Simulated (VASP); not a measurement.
# SnP4 (Pm-3m) in VASP: a series of runs, part 2 of 2

VASP 6.6.1.

## (3) Single point, PBE

This run uses another cell than the first one, of 24.67 Å³/atom.

Contents of INCAR:

```
SYSTEM = SnP4
  PREC = Accurate
  ENCUT = 520
  EDIFF = 1E-7
  ISMEAR = 0
  SIGMA = 0.1
  LREAL = .FALSE.
  LASPH = .TRUE.
  NELM = 100
  ALGO = Normal
  ISIF = 2
  LWAVE = .FALSE.
  LCHARG = .TRUE.
  GGA = PE
  LELF = .TRUE.
  LVHAR = .TRUE.
  NBANDS = 25
```

Contents of KPOINTS:

```
regular mesh
0
G
  8 8 8
  0 0 0
```

Contents of POSCAR:

```
SnP4
1.0
    4.9781422664      0.0000000000      0.0000000000
    0.0000000000      4.9781422664      0.0000000000
    0.0000000000      0.0000000000      4.9781422664
Sn P
1 4
Direct
    0.5000000000      0.5000000000      0.5000000000
    0.0000000000      0.5000000000      0.5000000000
    0.5000000000      0.0000000000      0.5000000000
    0.5000000000      0.5000000000      0.0000000000
    0.0000000000      0.0000000000      0.0000000000
```

Potentials or basis: VASP PAW PBE potentials, release 64 (Sn_d, P).

On the command line:

```bash
$ cat potpaw_PBE.64/Sn_d/POTCAR potpaw_PBE.64/P/POTCAR > POTCAR
$ mpirun -np 1 vasp_std > vasp.out
```

OUTCAR:

```text
SYSTEM = SnP4
   PREC = Accurate
   ENCUT = 520
   EDIFF = 1E-7
   ISMEAR = 0
   LREAL = .FALSE.
   LASPH = .TRUE.
   NELM = 100
   ISIF = 2
   GGA = PE

 ion  position               nearest neighbor table
   1  0.500  0.500  0.500-   2 2.49   3 2.49   4 2.49   4 2.49   3 2.49   2 2.49
   2  0.000  0.500  0.500-   1 2.49   1 2.49
   3  0.500  0.000  0.500-   1 2.49   1 2.49
   4  0.500  0.500  0.000-   1 2.49   1 2.49
   5  0.000  0.000  0.000-

  LATTYP: Found a simple cubic cell.
 ALAT       =     4.9781422664

  Lattice vectors:

 A1 = (   4.9781422664,   0.0000000000,   0.0000000000)
 A2 = (   0.0000000000,   4.9781422664,   0.0000000000)
 A3 = (   0.0000000000,   0.0000000000,   4.9781422664)

Analysis of symmetry for initial positions (statically):
=====================================================================
 Subroutine PRICEL returns:
 Original cell was already a primitive cell.

 Routine SETGRP: Setting up the symmetry group for a
 simple cubic supercell.

 Subroutine GETGRP returns: Found 48 space group operations
 (whereof 48 operations were pure point group operations)
 out of a pool of 48 trial point group operations.

The static configuration has the point symmetry O_h .

Analysis of symmetry for dynamics (positions and initial velocities):
=====================================================================
 Subroutine PRICEL returns:
 Original cell was already a primitive cell.

 Routine SETGRP: Setting up the symmetry group for a
 simple cubic supercell.

 Subroutine GETGRP returns: Found 48 space group operations
 (whereof 48 operations were pure point group operations)
 out of a pool of 48 trial point group operations.

The dynamic configuration has the point symmetry O_h .

 Subroutine INISYM returns: Found 48 space group operations
 (whereof 48 operations are pure point group operations),
[... 121 lines left out ...]
     AMIX     =   0.40;   BMIX     =  1.00
     AMIX_MAG =   1.60;   BMIX_MAG =  1.00
  volume/ion in A,a.u.               =      24.67       166.51
  Fermi-wavevector in a.u.,A,eV,Ry     =   1.065370  2.013258 15.442795  1.135013
  Thomas-Fermi vector in A             =   2.200919
   LORBIT       =      0    0 simple, 1 ext, 2 COOP (PROOUT), +10 PAW based schemes
   GGA     = PE    functional components
   LHFCALC =     F    Hartree Fock is set to
   AEXX    =    0.0000 exact exchange contribution
   IVDW    =     0    specifies the selected vdW correction
   LEPSILON=     F    determine dielectric tensor
   LRPA    =     F    only Hartree local field effects (RPA)
 non-spin polarized calculation
 Gauss-broadening in eV      SIGMA  =   0.10
  energy-cutoff  :      520.00
  volume of cell :      123.37
 maximum number of plane-waves:      3362
 NGX is ok and might be reduce to    40
   NGX = 19   NGY = 19   NGZ = 19

 number of electron      33.9999997 magnetization

 Free energy of the ion-electron system (eV)
  ---------------------------------------------------
  ext. energy  EPLUGINS =         0.00000000
  ---------------------------------------------------
  free energy    TOTEN  =       -17.64065621 eV

  energy without entropy =      -17.61428662  energy(sigma->0) =      -17.62747142

 E-fermi :   4.3230     XC(G=0):  -9.3285

 val. band max:        4.3045664839   @ k =   0.5000   0.2500   0.1250
 cond. band min:       4.3312471898   @ k =   0.2500   0.2500   0.0000
 fundamental gap:      0.0266807059
 Fermi energy:         4.3229855997

 k-point     1 :       0.0000    0.0000    0.0000
  band No.  band energies     occupation
      1     -17.3414      2.00000
      2     -17.3414      2.00000
      3     -17.1670      2.00000
      4     -17.1670      2.00000
      5     -17.1670      2.00000
      6      -8.4180      2.00000
[... 661 lines left out ...]
     24       9.8491      0.00000
     25      11.5046      0.00000

 [... further k-points ...]

------------------------ aborting loop because EDIFF is reached ----------------------------------------

  FORCE on cell =-STRESS in cart. coord.  units (eV):
  Direction    XX          YY          ZZ          XY          YZ          ZX
  --------------------------------------------------------------------------------------
  -------------------------------------------------------------------------------------
  Total       -0.0204647     -0.0204647     -0.0204647     -0.0000000      0.0000000     -0.0000000
  in kB       -0.2657751     -0.2657751     -0.2657751     -0.0000000      0.0000000     -0.0000000
  external PRESSURE =      -0.2657751 kB  Pullay stress =       0.0000000 kB

 VOLUME and BASIS-vectors are now :
 -----------------------------------------------------------------------------
  energy-cutoff  :      520.00
  volume of cell :      123.37
      direct lattice vectors                 reciprocal lattice vectors
     4.978142266  0.000000000  0.000000000     0.200878148  0.000000000  0.000000000
     0.000000000  4.978142266  0.000000000     0.000000000  0.200878148  0.000000000
     0.000000000  0.000000000  4.978142266     0.000000000  0.000000000  0.200878148

 POSITION                                       TOTAL-FORCE (eV/Angst)
 -----------------------------------------------------------------------------------
      2.48907      2.48907      2.48907         0.000000      0.000000      0.000000
      0.00000      2.48907      2.48907         0.000000      0.000000      0.000000
      2.48907      0.00000      2.48907         0.000000      0.000000      0.000000
      2.48907      2.48907      0.00000         0.000000      0.000000      0.000000
      0.00000      0.00000      0.00000         0.000000      0.000000      0.000000
 -----------------------------------------------------------------------------------
    total drift:                               -0.000000      0.000000     -0.000000

  FREE ENERGIE OF THE ION-ELECTRON SYSTEM (eV)
  ---------------------------------------------------
  free  energy   TOTEN  =       -17.6406562148 eV

  energy  without entropy=      -17.6142866207  energy(sigma->0) =      -17.62747142
```

stdout:

```text
POSCAR found type information on POSCAR SnP
 POSCAR found :  2 types and       5 ions
 scaLAPACK will be used
 LDA part: xc-table for (Slater+PW92), standard interpolation
 POSCAR, INCAR and KPOINTS ok, starting setup
 FFT: planning ... GRIDC
 FFT: planning ... GRID_SOFT
 FFT: planning ... GRID
 WAVECAR not read
 entering main loop
```

It took 67 s on 1 thread of Intel Xeon 6975P-C (Granite Rapids), shared host; peak memory 0.27 GiB.

What came out:

```
Free energy            : -17.6407 eV
Pressure               : 0.0 GPa
Band gap on the k mesh : zero (bands 17 and 18 overlap by 1.69 eV)
```

Caveat: spin-orbit coupling is left out, which moves the levels of the heavy elements.

## (4) Relaxation of cell and atoms, PBE

This run uses another cell than the first one, of 24.43 Å³/atom.

Contents of INCAR:

```
ALGO = Normal
EDIFF = 1E-7
EDIFFG = -0.01
ENCUT = 600
GGA = PE
IBRION = 2
ISIF = 3
ISMEAR = 0
LASPH = True
LCHARG = False
LREAL = False
LWAVE = False
NELM = 100
NSW = 100
PREC = Accurate
SIGMA = 0.1
```

Contents of KPOINTS:

```
k-points
0
Gamma
  8 8 8
```

POSCAR: that of step 3 with these lines changed.

```diff
@@ -2,5 +2,5 @@
 1.0
-    4.9781422664      0.0000000000      0.0000000000
-    0.0000000000      4.9781422664      0.0000000000
-    0.0000000000      0.0000000000      4.9781422664
+    4.9615352924      0.0000000000      0.0000000000
+    0.0000000000      4.9615352924      0.0000000000
+    0.0000000000      0.0000000000      4.9615352924
 Sn P
```

On the command line:

```bash
$ cat potpaw_PBE.64/Sn_d/POTCAR potpaw_PBE.64/P/POTCAR > POTCAR
$ mpirun -np 1 vasp_std > vasp.out
```

Run time: 99 s. Hardware: 1 thread of Intel Xeon 6975P-C (Granite Rapids), shared host; peak memory 0.31 GiB.

Results (log left out):

```yaml
Free_energy: -17.6407 eV
Relaxed_volume: 24.67 Å³/atom
Relaxed_cell: a = 4.978 Å, b = 4.978 Å, c = 4.978 Å, α = 90.00°, β = 90.00°, γ = 90.00°
Space_group_after_relaxing_to_0.1_Å: Pm-3m (No. 221)
Energy_gained_by_relaxing: 0.4 meV/atom
Ionic_steps: 3
Pressure_after_relaxing: 0.0 GPa
Band_gap_on_the_k_mesh: zero (bands 17 and 18 overlap by 1.69 eV)
```

Step by step:
| step | energy change (eV) | largest force (eV/Å) | pressure (GPa) | volume (Å³) |
| --- | --- | --- | --- | --- |
| 1 | 0.0000 | 0.0000 | 0.54 | 122.14 |
| 2 | -0.0020 | 0.0000 | -0.11 | 123.61 |
| 3 | -0.0020 | 0.0000 | 0.00 | 123.35 |

Final structure:
```
Sn P
1.0
     4.97790    0.00000    0.00000
     0.00000    4.97790    0.00000
     0.00000    0.00000    4.97790
Sn P
1 4
Direct
  0.50000 0.50000 0.50000
  0.00000 0.50000 0.50000
  0.50000 0.00000 0.50000
  0.50000 0.50000 0.00000
  0.00000 0.00000 0.00000
```

Levels at points of the mesh, in eV from the Fermi level:
| k point | band 14 | band 15 | band 16 | band 17 | band 18 | band 19 | band 20 | band 21 |
| --- | --- | --- | --- | --- | --- | --- | --- | --- |
| (0.00, 0.00, 0.00) | -1.16 | -1.16 | -1.16 | -0.08 | -0.08 | -0.08 | 1.79 | 1.79 |
| (0.50, 0.00, 0.00) | -1.92 | -0.97 | -0.76 | -0.56 | 0.03 | 0.03 | 0.90 | 0.90 |
| (0.50, 0.50, 0.00) | -2.07 | -1.00 | -1.00 | -0.66 | 0.16 | 1.00 | 1.00 | 1.42 |
| (0.50, 0.50, 0.50) | 0.21 | 0.21 | 1.42 | 1.42 | 1.42 | 1.48 | 1.48 | 1.48 |

Caveat: spin-orbit coupling is left out, which moves the levels of the heavy elements.

## (5) Summary

```csv
task,cell,k mesh,cutoff (eV),gap on the mesh (eV),pressure (GPa),relaxed volume (Å³/atom)
relaxation of cell and atoms,"relaxed from a = 4.792 Å, 5 atoms",4 × 4 × 4,600,none,0.0,24.45
single point,"a = 4.978 Å, 5 atoms",8 × 8 × 8,520,none,0.0,-
relaxation of cell and atoms,"relaxed from a = 4.962 Å, 5 atoms",8 × 8 × 8,600,none,0.0,24.67
```

Alike in all rows: level PBE; potentials or basis VASP PAW PBE potentials, release 64 (Sn_d, P); no spin polarisation; smearing gaussian 0.1 eV.

Caveats: spin-orbit coupling is left out, which moves the levels of the heavy elements.

Total energies depend on the potentials used, so only differences within one code and one set of settings carry meaning.

The gap in the log of VASP goes by the Fermi energy; the results here count the filled bands.